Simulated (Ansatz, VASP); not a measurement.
**ZnS in VASP and in Ansatz**

```
CELL_PARAMETERS angstrom
0.00000 2.59357 2.59357
2.59357 0.00000 2.59357
2.59357 2.59357 0.00000
ATOMIC_POSITIONS crystal
Zn 0.00000 0.00000 0.00000
S 0.50000 0.50000 0.50000
```

Change from the starting cell: volume scaled by 1.05, crystal datasets.

Alike in both runs: task electric field gradients; functional PBE; k mesh 15 × 15 × 15; occupations fermi-dirac, width 0.05 eV; no spin polarisation.

```csv
,VASP,Ansatz
version,VASP 6.6.1,Ansatz 0.2.0
potentials or method,"VASP PAW PBE potentials, release 64 (Zn, S), cutoff 520 eV","all-electron PAW with datasets made for the crystal, scalar-relativistic"
```

VASP gave:

* pressure (GPa): -3.6

Q: Estimate Ansatz's values.

A: Pressure (GPa): -3.7.

Ansatz ran all-electron here, and VASP with PAW potentials.
